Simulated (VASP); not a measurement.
# TiAl3 (I4/mmm) in VASP: settings compared

The runs below take TiAl3 through single point, with PBEsol, PBE, revPBE, RPBE.

Everything below comes from runs of VASP 6.6.1. Logs are shortened: lines on timing, memory, paths and dates and some standing lists are left out, and cuts for length are marked.

## 1. The cell of the first run

It takes space group I4/mmm (No. 139, tetragonal). The conventional cell has a = 3.796 Å, b = 3.796 Å, c = 8.495 Å, α = 90.00°, β = 90.00°, γ = 90.00°. Ti (site symmetry 4/mmm) has 12 Al at 2.68 to 2.85 Å within 3.5 Å. Al (site symmetry -4m2) has 8 Al at 2.68 to 2.85 Å and 4 Ti at 2.85 Å within 3.5 Å. Al (site symmetry 4/mmm) has 4 Ti at 2.68 Å and 8 Al at 2.85 Å within 3.5 Å.

## 2. Single point, PBEsol

INCAR reads:

```
SYSTEM = TiAl3
ALGO = Normal
EDIFF = 1E-6
ENCUT = 520
GGA = PS
ISIF = 2
ISMEAR = -1
LASPH = .True.
LCHARG = .False.
LREAL = .False.
LWAVE = .False.
NBANDS = 18
NELM = 80
PREC = Accurate
SIGMA = 0.05
```

KPOINTS reads:

```
k-points
0
Gamma
  10 10 10
  0 0 0
```

POSCAR reads:

```
TiAl3
1.0
   -1.8979219607      1.8979219607      4.2475359200
    1.8979219607     -1.8979219607      4.2475359200
    1.8979219607      1.8979219607     -4.2475359200
Ti Al
1 3
Direct
    0.0000000000      0.0000000000      0.0000000000
    0.2500000000      0.7500000000      0.5000000000
    0.7500000000      0.2500000000      0.5000000000
    0.5000000000      0.5000000000      0.0000000000
```

Potentials or basis: VASP PAW PBE potentials, release 64 (Ti_sv, Al).

Run with:

```bash
cat potpaw_PBE.64/Ti_sv/POTCAR potpaw_PBE.64/Al/POTCAR > POTCAR
mpirun -np 1 vasp_std > vasp.out
```

OUTCAR:

```text
SYSTEM = TiAl3
   EDIFF = 1E-6
   ENCUT = 520
   GGA = PS
   ISIF = 2
   ISMEAR = -1
   LASPH = .True.
   LREAL = .False.
   NELM = 80
   PREC = Accurate

 ion  position               nearest neighbor table
   1  0.000  0.000  0.000-   4 2.68   4 2.68   4 2.68   4 2.68   3 2.85   2 2.85   3 2.85   2 2.85
                             3 2.85   3 2.85   2 2.85   2 2.85
   2  0.250  0.750  0.500-   3 2.68   3 2.68   3 2.68   3 2.68   4 2.85   1 2.85   4 2.85   4 2.85
                             1 2.85   1 2.85   4 2.85   1 2.85
   3  0.750  0.250  0.500-   2 2.68   2 2.68   2 2.68   2 2.68   4 2.85   1 2.85   4 2.85   1 2.85
                             4 2.85   4 2.85   1 2.85   1 2.85
   4  0.500  0.500  0.000-   1 2.68   1 2.68   1 2.68   1 2.68   3 2.85   2 2.85   3 2.85   3 2.85
                             2 2.85   2 2.85   3 2.85   2 2.85

  LATTYP: Found a body centered tetragonal cell.
 ALAT       =     3.7958439214
 C/A-ratio  =     2.2379929249

  Lattice vectors:

 A1 = (  -1.8979219607,   1.8979219607,   4.2475359200)
 A2 = (   1.8979219607,  -1.8979219607,   4.2475359200)
 A3 = (   1.8979219607,   1.8979219607,  -4.2475359200)

Analysis of symmetry for initial positions (statically):
=====================================================================
 Subroutine PRICEL returns:
 Original cell was already a primitive cell.

 Routine SETGRP: Setting up the symmetry group for a
 body centered tetragonal supercell.

 Subroutine GETGRP returns: Found 16 space group operations
 (whereof 16 operations were pure point group operations)
 out of a pool of 16 trial point group operations.

The static configuration has the point symmetry D_4h.

Analysis of symmetry for dynamics (positions and initial velocities):
=====================================================================
 Subroutine PRICEL returns:
 Original cell was already a primitive cell.

 Routine SETGRP: Setting up the symmetry group for a
 body centered tetragonal supercell.

 Subroutine GETGRP returns: Found 16 space group operations
 (whereof 16 operations were pure point group operations)
 out of a pool of 16 trial point group operations.

The dynamic configuration has the point symmetry D_4h.

 Subroutine INISYM returns: Found 16 space group operations
 (whereof 16 operations are pure point group operations),
 and found     1 'primitive' translations

----------------------------------------------------------------------------------------

                                     Primitive cell

  volume of cell :      61.2003

  direct lattice vectors                    reciprocal lattice vectors
    -1.897921961  1.897921961  4.247535920     0.000000000  0.263446027  0.117715308
     1.897921961 -1.897921961  4.247535920     0.263446027  0.000000000  0.117715308
     1.897921961  1.897921961 -4.247535920     0.263446027  0.263446027  0.000000000

  length of vectors
     5.024517582  5.024517582  5.024517582     0.288549308  0.288549308  0.372568944

  position of ions in fractional coordinates (direct lattice)
     0.000000000  0.000000000  0.000000000
     0.250000000  0.750000000  0.500000000
     0.750000000  0.250000000  0.500000000
     0.500000000  0.500000000  0.000000000

  ion indices of the primitive-cell ions
   primitive index   ion index
                 1           1
                 2           2
                 3           3
                 4           4

----------------------------------------------------------------------------------------

 KPOINTS: k-points

Automatic generation of k-mesh.
 Grid dimensions read from file:
 generate k-points for:   10   10   10

 Generating k-lattice:

  Cartesian coordinates                     Fractional coordinates (reciprocal lattice)
     0.000000000  0.026344603  0.011771531     0.100000000  0.000000000  0.000000000
     0.026344603  0.000000000  0.011771531     0.000000000  0.100000000  0.000000000
     0.026344603  0.026344603  0.000000000     0.000000000  0.000000000  0.100000000

  Length of vectors
     0.028854931  0.028854931  0.037256894

  Shift w.r.t. Gamma in fractional coordinates (k-lattice)
     0.000000000  0.000000000  0.000000000

 Subroutine IBZKPT returns following result:
 ===========================================

 Found    102 irreducible k-points:

 Following reciprocal coordinates:
            Coordinates               Weight
  0.000000  0.000000  0.000000      1.000000
  0.100000 -0.000000  0.000000      8.000000
  0.200000 -0.000000  0.000000      8.000000
  0.300000  0.000000  0.000000      8.000000
  0.400000 -0.000000  0.000000      8.000000
  0.500000  0.000000  0.000000      4.000000
[... 16 lines left out ...]
  0.300000  0.300000  0.000000      8.000000
  0.400000  0.300000  0.000000     16.000000
 [... further k-points ...]
   k-points           NKPTS =    102   k-points in BZ     NKDIM =    102   number of bands    NBANDS=     18
   number of dos      NEDOS =    301   number of ions     NIONS =      4
   total plane-waves  NPLWV =  64000
   dimension x,y,z NGX =    40 NGY =   40 NGZ =   40
   dimension x,y,z NGXF=    80 NGYF=   80 NGZF=   80
   ions per type =               1   3
   NGX,Y,Z   is equivalent  to a cutoff of  13.23, 13.23, 13.23 a.u.
   NGXF,Y,Z  is equivalent  to a cutoff of  26.47, 26.47, 26.47 a.u.
 SYSTEM =  TiAl3
   PREC   = accura    normal or accurate (medium, high low for compatibility)
   ISTART =      0    job   : 0-new  1-cont  2-samecut
   ICHARG =      2    charge: 1-file 2-atom 10-const
   ISPIN  =      1    spin polarized calculation?
   LNONCOLLINEAR =      F non collinear calculations
   LSORBIT =      F    spin-orbit coupling
   LASPH  =      T    aspherical Exc in radial PAW
   ENCUT  =  520.0 eV  38.22 Ry    6.18 a.u.   9.34  9.34  9.34*2*pi/ulx,y,z
   NELM   =     80;   NELMIN=  2; NELMDL= -5     # of ELM steps
   EDIFF  = 0.1E-05   stopping-criterion for ELM
   LREAL  =      F    real-space projection
[... 7 lines left out ...]
   TEBEG  =    0.0;   TEEND  =   0.0 temperature during run
   PSTRESS=    0.0 pullay stress
   NELECT =      21.0000    total number of electrons
   NUPDOWN=      -1.0000    fix difference up-down
   EMIN   =  10.00;   EMAX   =-10.00  energy-range for DOS
   EFERMI =   0.00;   METHOD = LEGACY
   ISMEAR =    -1;   SIGMA  =   0.05  broadening in eV -4-tet -1-fermi 0-gaus
   EFERMI_NEDOS =   21; number of points for ismear=-14 and -15
   IALGO  =     38    algorithm
   IMIX   =      4    mixing-type and parameters
     AMIX     =   0.40;   BMIX     =  1.00
     AMIX_MAG =   1.60;   BMIX_MAG =  1.00
  volume/ion in A,a.u.               =      15.30       103.25
  Fermi-wavevector in a.u.,A,eV,Ry     =   1.146120  2.165852 17.872485  1.313591
  Thomas-Fermi vector in A             =   2.282805
   LORBIT       =      0    0 simple, 1 ext, 2 COOP (PROOUT), +10 PAW based schemes
   GGA     = PS    functional components
   LHFCALC =     F    Hartree Fock is set to
   AEXX    =    0.0000 exact exchange contribution
   IVDW    =     0    specifies the selected vdW correction
   LEPSILON=     F    determine dielectric tensor
   LRPA    =     F    only Hartree local field effects (RPA)
 non-spin polarized calculation
  energy-cutoff  :      520.00
  volume of cell :       61.20
 maximum number of plane-waves:      1662
 NGX is ok and might be reduce to    40
   NGX = 19   NGY = 19   NGZ = 19

 number of electron      20.9999999 magnetization

 Free energy of the ion-electron system (eV)
  ---------------------------------------------------
  ext. energy  EPLUGINS =         0.00000000
  ---------------------------------------------------
  free energy    TOTEN  =       -22.22849402 eV

  energy without entropy =      -22.21529516  energy(sigma->0) =      -22.22189459

 E-fermi :   8.5013     XC(G=0): -10.9656

 val. band max:        8.4596316318   @ k =  -0.1000   0.3000   0.1000
 cond. band min:       8.5031992633   @ k =  -0.3000  -0.3000   0.2000
 fundamental gap:      0.0435676315
 Fermi energy:         8.5013173295

 k-point     1 :       0.0000    0.0000    0.0000
  band No.  band energies     occupation
      1     -47.6363      2.00000
      2     -24.0626      2.00000
      3     -24.0626      2.00000
      4     -23.9829      2.00000
      5      -1.7215      2.00000
      6       5.6307      2.00000
[... 10 lines left out ...]
     17      12.4551      0.00000
     18      12.4632      0.00000

 k-point     2 :       0.1000   -0.0000    0.0000
  band No.  band energies     occupation
      1     -47.6362      2.00000
      2     -24.0657      2.00000
      3     -24.0625      2.00000
      4     -23.9827      2.00000
      5      -1.5943      2.00000
      6       5.1527      2.00000
[... 10 lines left out ...]
     17      12.4957      0.00000
     18      13.1374      0.00000

 k-point     3 :       0.2000   -0.0000    0.0000
  band No.  band energies     occupation
      1     -47.6358      2.00000
      2     -24.0736      2.00000
      3     -24.0619      2.00000
      4     -23.9824      2.00000
      5      -1.2165      2.00000
      6       4.5660      2.00000
[... 10 lines left out ...]
     17      12.7637      0.00000
     18      14.3126      0.00000

 k-point     4 :       0.3000    0.0000    0.0000
  band No.  band energies     occupation
      1     -47.6353      2.00000
      2     -24.0834      2.00000
      3     -24.0613      2.00000
      4     -23.9820      2.00000
      5      -0.6001      2.00000
      6       3.6490      2.00000
[... 10 lines left out ...]
     17      13.4470      0.00000
     18      14.0292      0.00000

 k-point     5 :       0.4000   -0.0000    0.0000
  band No.  band energies     occupation
      1     -47.6349      2.00000
      2     -24.0913      2.00000
      3     -24.0608      2.00000
      4     -23.9816      2.00000
      5       0.2324      2.00000
      6       2.4602      2.00000
[... 10 lines left out ...]
     17      13.2897      0.00000
     18      14.6707      0.00000

 k-point     6 :       0.5000    0.0000    0.0000
  band No.  band energies     occupation
      1     -47.6348      2.00000
      2     -24.0943      2.00000
      3     -24.0606      2.00000
      4     -23.9815      2.00000
      5       1.1023      2.00000
      6       1.4498      2.00000
[... 10 lines left out ...]
     17      13.2174      0.00000
     18      14.3805      0.00000

 k-point     7 :       0.1000    0.1000    0.0000
  band No.  band energies     occupation
      1     -47.6360      2.00000
      2     -24.0657      2.00000
      3     -24.0652      2.00000
      4     -23.9828      2.00000
      5      -1.4265      2.00000
      6       4.6200      2.00000
[... 10 lines left out ...]
     17      13.0680      0.00000
     18      13.3629      0.00000

 k-point     8 :       0.2000    0.1000    0.0000
  band No.  band energies     occupation
      1     -47.6356      2.00000
      2     -24.0734      2.00000
      3     -24.0649      2.00000
      4     -23.9825      2.00000
      5      -1.0115      2.00000
      6       4.1645      2.00000
[... 10 lines left out ...]
     17      13.3241      0.00000
     18      14.1227      0.00000
[... 229 lines left out ...]
     17      13.3418      0.00000
     18      14.5541      0.00000

 k-point    20 :      -0.4000    0.2000    0.0000
  band No.  band energies     occupation
      1     -47.6344      2.00000
      2     -24.0898      2.00000
      3     -24.0710      2.00000
      4     -23.9804      2.00000
      5       0.3926      2.00000
      6       3.2112      2.00000
[... 10 lines left out ...]
     17      12.5056      0.00000
     18      15.3752      0.00000

 k-point    21 :      -0.3000    0.2000    0.0000
  band No.  band energies     occupation
      1     -47.6348      2.00000
      2     -24.0822      2.00000
      3     -24.0716      2.00000
      4     -23.9807      2.00000
      5      -0.3553      2.00000
      6       4.4070      2.00000
[... 10 lines left out ...]
     17      12.2846      0.00000
     18      15.1815      0.00000

 k-point    22 :      -0.2000    0.2000    0.0000
  band No.  band energies     occupation
      1     -47.6353      2.00000
      2     -24.0733      2.00000
      3     -24.0719      2.00000
      4     -23.9813      2.00000
      5      -0.8838      2.00000
      6       5.3928      2.00000
[... 10 lines left out ...]
     17      12.7266      0.00000
     18      14.6012      0.00000

 k-point    23 :       0.3000    0.3000    0.0000
  band No.  band energies     occupation
      1     -47.6343      2.00000
      2     -24.0815      2.00000
      3     -24.0807      2.00000
      4     -23.9807      2.00000
      5       0.7774      2.00000
      6       3.3547      2.00000
[... 10 lines left out ...]
     17      14.2908      0.00000
     18      14.7765      0.00000

 k-point    24 :       0.4000    0.3000    0.0000
  band No.  band energies     occupation
      1     -47.6340      2.00000
      2     -24.0886      2.00000
      3     -24.0802      2.00000
      4     -23.9799      2.00000
      5       1.6129      2.00000
      6       2.7425      2.00000
[... 10 lines left out ...]
     17      13.4921      0.00000
     18      14.7111      0.00000

 [... further k-points ...]

------------------------ aborting loop because EDIFF is reached ----------------------------------------

  FORCE on cell =-STRESS in cart. coord.  units (eV):
  Direction    XX          YY          ZZ          XY          YZ          ZX
  --------------------------------------------------------------------------------------
  -------------------------------------------------------------------------------------
  Total        0.7984369      0.7984369      0.7886561      0.0000000      0.0000000      0.0000000
  in kB       20.9024617     20.9024617     20.6464083      0.0000000      0.0000000      0.0000000
  external PRESSURE =      20.8171105 kB  Pullay stress =       0.0000000 kB

 VOLUME and BASIS-vectors are now :
 -----------------------------------------------------------------------------
  energy-cutoff  :      520.00
  volume of cell :       61.20
      direct lattice vectors                 reciprocal lattice vectors
    -1.897921961  1.897921961  4.247535920     0.000000000  0.263446027  0.117715308
     1.897921961 -1.897921961  4.247535920     0.263446027  0.000000000  0.117715308
     1.897921961  1.897921961 -4.247535920     0.263446027  0.263446027  0.000000000

 POSITION                                       TOTAL-FORCE (eV/Angst)
 -----------------------------------------------------------------------------------
      0.00000      0.00000      0.00000         0.000000      0.000000     -0.000000
      1.89792     -0.00000      2.12377        -0.000000     -0.000000      0.000000
     -0.00000      1.89792      2.12377         0.000000     -0.000000     -0.000000
      0.00000      0.00000      4.24754         0.000000      0.000000     -0.000000
 -----------------------------------------------------------------------------------
    total drift:                               -0.000000     -0.000000     -0.000000

  FREE ENERGIE OF THE ION-ELECTRON SYSTEM (eV)
  ---------------------------------------------------
  free  energy   TOTEN  =       -22.2284940208 eV

  energy  without entropy=      -22.2152951642  energy(sigma->0) =      -22.22189459
```

Run time: 3.6 min. Hardware: 1 thread of Intel Xeon 8259CL, shared host; peak memory 0.3 GiB.

What came out:

```
Free energy            : -22.2285 eV
Pressure               : 2.1 GPa
Band gap on the k mesh : zero (an odd number of electrons rules out a gap without spin polarisation)
```

Caveat: the PAW data sets were made with another functional, which shifts forces and pressure a little.

## 3. Single point, PBEsol

This run uses another cell than the first one, of 15.57 Å³/atom.

INCAR reads:

```
PREC     = Accurate       # precision mode
ENCUT    = 520            # plane-wave cutoff, eV
EDIFF    = 1E-6           # SCF threshold, eV
ISMEAR   = -1             # smearing method
SIGMA    = 0.05           # smearing width, eV
LREAL    = False          # projectors in reciprocal space
LASPH    = True           # aspherical terms in the spheres
NELM     = 80             # most SCF steps
ALGO     = Fast           # electronic algorithm
ISIF     = 2              # what is computed and relaxed
LWAVE    = False          # write WAVECAR
LCHARG   = True           # write CHGCAR
GGA      = PS             # functional
LELF     = True           # ELF
LVHAR    = True         
NBANDS   = 18             # bands
```

KPOINTS reads:

```
regular mesh
0
Gamma
  10 10 10
```

POSCAR reads:

```
TiAl3
1.0
   -1.9085787144      1.9085787144      4.2733146755
    1.9085787144     -1.9085787144      4.2733146755
    1.9085787144      1.9085787144     -4.2733146755
Ti Al
1 3
Direct
    0.0000000000      0.0000000000      0.0000000000
    0.2500000000      0.7500000000      0.5000000000
    0.7500000000      0.2500000000      0.5000000000
    0.5000000000      0.5000000000      0.0000000000
```

Potentials or basis: VASP PAW PBE potentials, release 64 (Ti_sv, Al).

Run with:

```bash
cat potpaw_PBE.64/Ti_sv/POTCAR potpaw_PBE.64/Al/POTCAR > POTCAR
mpirun -np 1 vasp_std > vasp.out
```

Run time: 11 min. Hardware: 1 thread of Intel Xeon 8259CL, shared host; peak memory 0.31 GiB.

Results (log left out):

* Free energy: -22.2358 eV
* Pressure: 0.1 GPa
* Band gap on the k mesh: zero (an odd number of electrons rules out a gap without spin polarisation)

Levels at points of the mesh, in eV from the Fermi level:
| k point | band 9 | band 10 | band 11 | band 12 | band 13 | band 14 |
| --- | --- | --- | --- | --- | --- | --- |
| (0.00, 0.00, 0.00) | -1.23 | -1.23 | 0.85 | 1.77 | 1.77 | 2.24 |
| (0.50, 0.00, 0.00) | -1.06 | -0.26 | 0.51 | 1.82 | 2.11 | 2.75 |
| (0.50, 0.50, 0.00) | -2.70 | -2.20 | -0.99 | 1.78 | 1.96 | 2.72 |
| (0.50, 0.50, 0.50) | -0.91 | -0.24 | 0.71 | 0.71 | 0.97 | 3.08 |

Caveat: the PAW data sets were made with another functional, which shifts forces and pressure a little.

(Continued in part 2 of 2.)
